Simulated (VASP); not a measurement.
# Hg (Fd-3m) in VASP: further runs

Runs on Hg. Level: PBE. Tasks: single point.

Everything below comes from runs of VASP 6.6.1. Logs are shortened: lines on timing, memory, paths and dates and some standing lists are left out, and cuts for length are marked.

### Step 1. The cell of the first run

Symmetry: Fd-3m, No. 227, cubic system. Conventional cell: a = 7.623 Å, b = 7.623 Å, c = 7.623 Å, α = 90.00°, β = 90.00°, γ = 90.00°. Hg (site symmetry -43m) has 4 Hg at 3.30 Å within 4.3 Å.

### Step 2. Single point, PBE

INCAR

```
SYSTEM = Hg
  PREC = Accurate
  ENCUT = 520
  EDIFF = 1E-6
  ISMEAR = -1
  SIGMA = 0.06122561905347299
  LREAL = .FALSE.
  LASPH = .TRUE.
  NELM = 60
  ALGO = Normal
  ISIF = 2
  LWAVE = .FALSE.
  LCHARG = .FALSE.
  GGA = PE
  NBANDS = 19
```

KPOINTS

```
Automatic mesh
0
G
  13 13 13
  0 0 0
```

POSCAR

```
Hg
1.0
    0.0000000000      3.8115541087      3.8115541087
    3.8115541087      0.0000000000      3.8115541087
    3.8115541087      3.8115541087      0.0000000000
Hg
2
Direct
    0.0000000000      0.0000000000      0.0000000000
    0.2500000000      0.2500000000      0.2500000000
```

Potentials or basis: VASP PAW PBE potentials, release 64 (Hg).

The run is started by

```sh
$ cat potpaw_PBE.64/Hg/POTCAR > POTCAR
$ mpirun -np 1 vasp_std > vasp.out
```

OUTCAR:

```text
SYSTEM = Hg
   PREC = Accurate
   ENCUT = 520
   EDIFF = 1E-6
   ISMEAR = -1
   LREAL = .FALSE.
   LASPH = .TRUE.
   NELM = 60
   ISIF = 2
   GGA = PE

 ion  position               nearest neighbor table
   1  0.000  0.000  0.000-   2 3.30   2 3.30   2 3.30   2 3.30
   2  0.250  0.250  0.250-   1 3.30   1 3.30   1 3.30   1 3.30

  LATTYP: Found a face centered cubic cell.
 ALAT       =     7.6231082174

  Lattice vectors:

 A1 = (   0.0000000000,   3.8115541087,   3.8115541087)
 A2 = (   3.8115541087,   0.0000000000,   3.8115541087)
 A3 = (   3.8115541087,   3.8115541087,   0.0000000000)

Analysis of symmetry for initial positions (statically):
=====================================================================
 Subroutine PRICEL returns:
 Original cell was already a primitive cell.

 Routine SETGRP: Setting up the symmetry group for a
 face centered cubic supercell.

 Subroutine GETGRP returns: Found 48 space group operations
 (whereof 24 operations were pure point group operations)
 out of a pool of 48 trial point group operations.

The static configuration has the point symmetry T_d .
 The point group associated with its full space group is O_h .

Analysis of symmetry for dynamics (positions and initial velocities):
=====================================================================
 Subroutine PRICEL returns:
 Original cell was already a primitive cell.

 Routine SETGRP: Setting up the symmetry group for a
 face centered cubic supercell.

 Subroutine GETGRP returns: Found 48 space group operations
 (whereof 24 operations were pure point group operations)
 out of a pool of 48 trial point group operations.

The dynamic configuration has the point symmetry T_d .
 The point group associated with its full space group is O_h .

 Subroutine INISYM returns: Found 48 space group operations
 (whereof 24 operations are pure point group operations),
 and found     1 'primitive' translations

----------------------------------------------------------------------------------------

                                     Primitive cell

  volume of cell :     110.7481

  direct lattice vectors                    reciprocal lattice vectors
     0.000000000  3.811554109  3.811554109    -0.131180087  0.131180087  0.131180087
     3.811554109  0.000000000  3.811554109     0.131180087 -0.131180087  0.131180087
     3.811554109  3.811554109  0.000000000     0.131180087  0.131180087 -0.131180087

  length of vectors
     5.390351514  5.390351514  5.390351514     0.227210576  0.227210576  0.227210576

  position of ions in fractional coordinates (direct lattice)
     0.000000000  0.000000000  0.000000000
     0.250000000  0.250000000  0.250000000

  ion indices of the primitive-cell ions
   primitive index   ion index
                 1           1
                 2           2

----------------------------------------------------------------------------------------

 KPOINTS: Automatic mesh

Automatic generation of k-mesh.
 Grid dimensions read from file:
 generate k-points for:   13   13   13

 Generating k-lattice:

  Cartesian coordinates                     Fractional coordinates (reciprocal lattice)
    -0.010090776  0.010090776  0.010090776     0.076923077  0.000000000  0.000000000
     0.010090776 -0.010090776  0.010090776     0.000000000  0.076923077  0.000000000
     0.010090776  0.010090776 -0.010090776     0.000000000  0.000000000  0.076923077

  Length of vectors
     0.017477737  0.017477737  0.017477737

  Shift w.r.t. Gamma in fractional coordinates (k-lattice)
     0.000000000  0.000000000  0.000000000

 Subroutine IBZKPT returns following result:
 ===========================================

 Found     84 irreducible k-points:

 Following reciprocal coordinates:
            Coordinates               Weight
  0.000000  0.000000  0.000000      1.000000
  0.076923  0.000000  0.000000      8.000000
  0.153846  0.000000  0.000000      8.000000
  0.230769  0.000000  0.000000      8.000000
  0.307692  0.000000  0.000000      8.000000
  0.384615  0.000000  0.000000      8.000000
[... 16 lines left out ...]
  0.384615  0.153846  0.000000     24.000000
  0.461538  0.153846  0.000000     24.000000
 [... further k-points ...]
   k-points           NKPTS =     84   k-points in BZ     NKDIM =     84   number of bands    NBANDS=     19
   number of dos      NEDOS =    301   number of ions     NIONS =      2
   total plane-waves  NPLWV =  64000
   dimension x,y,z NGX =    40 NGY =   40 NGZ =   40
   dimension x,y,z NGXF=    80 NGYF=   80 NGZF=   80
   ions per type =               2
   NGX,Y,Z   is equivalent  to a cutoff of  12.34, 12.34, 12.34 a.u.
   NGXF,Y,Z  is equivalent  to a cutoff of  24.67, 24.67, 24.67 a.u.
 SYSTEM =  Hg
   PREC   = accura    normal or accurate (medium, high low for compatibility)
   ISTART =      0    job   : 0-new  1-cont  2-samecut
   ICHARG =      2    charge: 1-file 2-atom 10-const
   ISPIN  =      1    spin polarized calculation?
   LNONCOLLINEAR =      F non collinear calculations
   LSORBIT =      F    spin-orbit coupling
   LASPH  =      T    aspherical Exc in radial PAW
   ENCUT  =  520.0 eV  38.22 Ry    6.18 a.u.  10.02 10.02 10.02*2*pi/ulx,y,z
   NELM   =     60;   NELMIN=  2; NELMDL= -5     # of ELM steps
   EDIFF  = 0.1E-05   stopping-criterion for ELM
   LREAL  =      F    real-space projection
   EDIFFG = 0.1E-04   stopping-criterion for IOM
   NSW    =      0    number of steps for IOM
   IBRION =     -1    ionic relax: 0-MD 1-quasi-New 2-CG
   NFREE  =      0    steps in history (QN), initial steepest desc. (CG)
   ISIF   =      2    stress and relaxation
   ISYM   =      2    0-nonsym 1-usesym 2-fastsym
   POTIM  = 0.5000    time-step for ionic-motion
   TEBEG  =    0.0;   TEEND  =   0.0 temperature during run
   PSTRESS=    0.0 pullay stress
   NELECT =      24.0000    total number of electrons
   NUPDOWN=      -1.0000    fix difference up-down
   EMIN   =  10.00;   EMAX   =-10.00  energy-range for DOS
   EFERMI =   0.00;   METHOD = LEGACY
   ISMEAR =    -1;   SIGMA  =   0.06  broadening in eV -4-tet -1-fermi 0-gaus
   EFERMI_NEDOS =   21; number of points for ismear=-14 and -15
   IALGO  =     38    algorithm
   IMIX   =      4    mixing-type and parameters
     AMIX     =   0.40;   BMIX     =  1.00
     AMIX_MAG =   1.60;   BMIX_MAG =  1.00
  volume/ion in A,a.u.               =      55.37       373.68
  Fermi-wavevector in a.u.,A,eV,Ry     =   0.983331  1.858227 13.156021  0.966940
  Thomas-Fermi vector in A             =   2.114481
   LORBIT       =      0    0 simple, 1 ext, 2 COOP (PROOUT), +10 PAW based schemes
   GGA     = PE    functional components
   LHFCALC =     F    Hartree Fock is set to
   AEXX    =    0.0000 exact exchange contribution
   IVDW    =     0    specifies the selected vdW correction
   LEPSILON=     F    determine dielectric tensor
   LRPA    =     F    only Hartree local field effects (RPA)
 non-spin polarized calculation
  energy-cutoff  :      520.00
  volume of cell :      110.75
 maximum number of plane-waves:      3003
   NGX = 21   NGY = 21   NGZ = 21

 number of electron      24.0000005 magnetization

 Free energy of the ion-electron system (eV)
  ---------------------------------------------------
  ext. energy  EPLUGINS =         0.00000000
  ---------------------------------------------------
  free energy    TOTEN  =        -0.21546138 eV

  energy without entropy =       -0.21496505  energy(sigma->0) =       -0.21521322

 E-fermi :  -0.5543     XC(G=0):  -6.4214

 val. band max:       -0.5895505110   @ k =   0.0000   0.0000   0.0000
 cond. band min:      -0.2531814877   @ k =  -0.3077   0.3846   0.0769
 fundamental gap:      0.3363690233
 Fermi energy:        -0.5542721680

 k-point     1 :       0.0000    0.0000    0.0000
  band No.  band energies     occupation
      1      -7.5642      2.00000
      2      -7.5642      2.00000
      3      -7.5642      2.00000
      4      -7.5273      2.00000
      5      -7.5273      2.00000
      6      -7.0537      2.00000
[... 11 lines left out ...]
     18       4.1014      0.00000
     19       4.8254      0.00000

 k-point     2 :       0.0769    0.0000    0.0000
  band No.  band energies     occupation
      1      -7.5774      2.00000
      2      -7.5774      2.00000
      3      -7.5646      2.00000
      4      -7.5104      2.00000
      5      -7.5104      2.00000
      6      -7.0747      2.00000
[... 11 lines left out ...]
     18       4.2380      0.00000
     19       5.3110      0.00000

 k-point     3 :       0.1538    0.0000    0.0000
  band No.  band energies     occupation
      1      -7.5946      2.00000
      2      -7.5946      2.00000
      3      -7.5658      2.00000
      4      -7.4834      2.00000
      5      -7.4834      2.00000
      6      -7.1190      2.00000
[... 11 lines left out ...]
     18       4.5202      0.00000
     19       6.1019      0.00000

 k-point     4 :       0.2308    0.0000    0.0000
  band No.  band energies     occupation
      1      -7.6060      2.00000
      2      -7.6060      2.00000
      3      -7.5677      2.00000
      4      -7.4601      2.00000
      5      -7.4601      2.00000
      6      -7.1644      2.00000
[... 11 lines left out ...]
     18       5.0082      0.00000
     19       6.3638      0.00000

 k-point     5 :       0.3077    0.0000    0.0000
  band No.  band energies     occupation
      1      -7.6109      2.00000
      2      -7.6109      2.00000
      3      -7.5697      2.00000
      4      -7.4453      2.00000
      5      -7.4453      2.00000
      6      -7.2020      2.00000
[... 11 lines left out ...]
     18       5.7581      0.00000
     19       6.1992      0.00000
[... 334 lines left out ...]
      2      -7.5872      2.00000
      3      -7.5816      2.00000
      4      -7.4736      2.00000
      5      -7.4127      2.00000
      6      -7.2379      2.00000
[... 11 lines left out ...]
     18       5.5450      0.00000
     19       6.5088      0.00000

 k-point    22 :       0.3077    0.1538    0.0000
  band No.  band energies     occupation
      1      -7.6334      2.00000
      2      -7.5965      2.00000
      3      -7.5784      2.00000
      4      -7.4511      2.00000
      5      -7.3899      2.00000
      6      -7.2681      2.00000
[... 11 lines left out ...]
     18       5.7384      0.00000
     19       6.8548      0.00000

 k-point    23 :       0.3846    0.1538    0.0000
  band No.  band energies     occupation
      1      -7.6422      2.00000
      2      -7.6045      2.00000
      3      -7.5691      2.00000
      4      -7.4312      2.00000
      5      -7.3806      2.00000
      6      -7.2836      2.00000
[... 11 lines left out ...]
     18       5.7514      0.00000
     19       7.1482      0.00000

 k-point    24 :       0.4615    0.1538    0.0000
  band No.  band energies     occupation
      1      -7.6481      2.00000
      2      -7.6122      2.00000
      3      -7.5560      2.00000
      4      -7.4136      2.00000
      5      -7.3867      2.00000
      6      -7.2878      2.00000
[... 11 lines left out ...]
     18       5.9164      0.00000
     19       7.2769      0.00000

 [... further k-points ...]

------------------------ aborting loop because EDIFF is reached ----------------------------------------

  FORCE on cell =-STRESS in cart. coord.  units (eV):
  Direction    XX          YY          ZZ          XY          YZ          ZX
  --------------------------------------------------------------------------------------
  -------------------------------------------------------------------------------------
  Total        0.0164599      0.0164599      0.0164599      0.0000000      0.0000000     -0.0000000
  in kB        0.2381233      0.2381233      0.2381233      0.0000000      0.0000000     -0.0000000
  external PRESSURE =       0.2381233 kB  Pullay stress =       0.0000000 kB

 VOLUME and BASIS-vectors are now :
 -----------------------------------------------------------------------------
  energy-cutoff  :      520.00
  volume of cell :      110.75
      direct lattice vectors                 reciprocal lattice vectors
     0.000000000  3.811554109  3.811554109    -0.131180087  0.131180087  0.131180087
     3.811554109  0.000000000  3.811554109     0.131180087 -0.131180087  0.131180087
     3.811554109  3.811554109  0.000000000     0.131180087  0.131180087 -0.131180087

 POSITION                                       TOTAL-FORCE (eV/Angst)
 -----------------------------------------------------------------------------------
      0.00000      0.00000      0.00000         0.000000      0.000000      0.000000
      1.90578      1.90578      1.90578        -0.000000     -0.000000     -0.000000
 -----------------------------------------------------------------------------------
    total drift:                               -0.000000     -0.000000      0.000000

  FREE ENERGIE OF THE ION-ELECTRON SYSTEM (eV)
  ---------------------------------------------------
  free  energy   TOTEN  =        -0.2154613828 eV

  energy  without entropy=       -0.2149650489  energy(sigma->0) =       -0.21521322
```

Wall time 3.3 min (1 thread of Intel Xeon 8259CL, shared host); peak memory 0.33 GiB.

Results:

```
Free energy            : -0.2155 eV
Pressure               : 0.0 GPa
Band gap on the k mesh : 0.34 eV (least direct gap 2.89 eV)
```

Caveat: spin-orbit coupling is left out, which moves the levels of the heavy elements; an odd mesh through Γ misses points on the zone boundary, where band edges can lie.

(Part 1 of 2 ends here.)
